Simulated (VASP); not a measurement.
YLu2As3, 6 atoms in the cell. Symmetry: Cmmm, No. 65, orthorhombic system. The conventional cell has a = 6.576 Å, b = 9.512 Å, c = 4.552 Å, α = 90.00°, β = 90.00°, γ = 90.00°. Y (site symmetry mmm) has 6 As at 2.87 to 3.79 Å and 8 Lu at 3.68 Å within 3.8 Å. Within 3.8 Å of Lu (site symmetry 2/m) lie 6 As at 2.85 to 2.89 Å and 2 Lu at 3.29 Å and 4 Y at 3.68 Å. As (site symmetry m2m) has 4 Lu at 2.85 Å and 3 Y at 2.87 to 3.79 Å and 5 As at 2.96 to 3.78 Å within 3.8 Å. Within 3.8 Å of As (site symmetry mmm) lie 4 Lu at 2.89 Å and 4 As at 2.96 Å. 

```yaml
Program: VASP 6.6.1
Task: single point
Functional: r2SCAN
Dispersion: rVV10
Potentials_or_basis: VASP PAW PBE potentials, release 64 (Y_sv, Lu, As)
Cutoff: 520 eV
k_mesh: 4 × 4 × 6
Occupations: fermi-dirac, width 0.03 eV
Spin: no spin polarisation
Dipole_correction: no
Further_INCAR_settings: ALGO = Normal; EDIFF = 1e-06; NBANDS = 47
```

Potentials or basis: VASP PAW PBE potentials, release 64 (Y_sv, Lu, As).

Launch:

```bash
$ cat potpaw_PBE.64/Y_sv/POTCAR potpaw_PBE.64/Lu/POTCAR potpaw_PBE.64/As/POTCAR > POTCAR
$ cp INCAR.step1 INCAR
$ mpirun -np 1 vasp_std > vasp.out
$ cp INCAR.step2 INCAR
$ mpirun -np 1 vasp_std > vasp.out
```

Hardware: 1 thread of Intel(R) Xeon(R) Platinum 8259CL CPU @ 2.50GHz (Skylake/Cascade Lake), on a shared host.

Task: How long does it take, and how much memory?

Result: It took 16 min on 1 thread of Intel(R) Xeon(R) Platinum 8259CL CPU @ 2.50GHz (Skylake/Cascade Lake) (shared host), peak memory 0.72 GiB. Counts: k points 28.
